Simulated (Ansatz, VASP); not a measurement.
**AlN in VASP and in Ansatz**

The input POSCAR:

```
AlN
1.0
    3.1130000000      0.0000000000      0.0000000000
   -1.5565000000      2.6959370820      0.0000000000
    0.0000000000      0.0000000000      4.9810000000
Al N
2 2
Direct
    0.3333333333      0.6666666667      0.0000000000
    0.6666666667      0.3333333333      0.5000000000
    0.3333333333      0.6666666667      0.3800000000
    0.6666666667      0.3333333333      0.8800000000
```

Contents of INCAR.step1:

```
PREC = Accurate
ENCUT = 600
ISMEAR = -1
SIGMA = 0.08
LREAL = False
LASPH = True
NELM = 80
GGA = PE
ALGO = Normal
EDIFF = 1E-4
LWAVE = True
LCHARG = False
```

Contents of INCAR.step2:

```
PREC = Accurate
ENCUT = 600
EDIFF = 1E-7
ISMEAR = -1
SIGMA = 0.08
LREAL = False
LASPH = True
NELM = 80
ALGO = Normal
ISIF = 3
LWAVE = False
LCHARG = False
METAGGA = R2SCAN
LMIXTAU = True
IBRION = 2
NSW = 100
EDIFFG = -0.002
ISTART = 1
```

Contents of KPOINTS:

```
Automatic mesh
0
Gamma
  12 12 6
```

Input for Ansatz:

```yaml
crystal:
  lattice:
    - [3.11300000001, 0.0, 0.0]
    - [-1.5565, 2.69593708199, 0.0]
    - [0.0, 0.0, 4.981]
  atoms:
    - { symbol: Al, position: [0.333333333333, 0.666666666667, 0.0] }
    - { symbol: Al, position: [0.666666666667, 0.333333333333, 0.5] }
    - { symbol: "N", position: [0.333333333333, 0.666666666667, 0.38] }
    - { symbol: "N", position: [0.666666666667, 0.333333333333, 0.88] }
kpoints:
  mp_grid: { grid: [12, 12, 6] }
scf:
  occupations: { method: fermi_dirac, width: 0.08 }
hamiltonian:
  xc: r2scan
  pseudopotentials: { kind: paw }
relax:
  f_tol: 0.002
  max_steps: 80
  cell: {}
output:
  forces: true
  stress: true
```

Alike in both runs: task relaxation of cell and atoms; functional r2SCAN; k mesh 12 × 12 × 6; occupations fermi-dirac, width 0.08 eV; no spin polarisation.

|  | VASP | Ansatz |
| --- | --- | --- |
| version | VASP 6.6.1 | Ansatz 0.2.0 |
| potentials or method | VASP PAW PBE potentials, release 64 (Al, N) | PAW with Ansatz's default frozen-core files, scalar-relativistic |
| plane-wave cutoff (eV) | 600 | 500 |
| valence electrons in the cell | 16 | 16 |

```tsv
	VASP	Ansatz	Ansatz less VASP
relaxed volume (Å³/atom)	10.39	10.40	+0.015
relaxed length of the cell vector where the two differ most in proportion (Å)	4.976	4.979	+0.0026
```

VASP's potentials were made for PBE, not for r2SCAN.
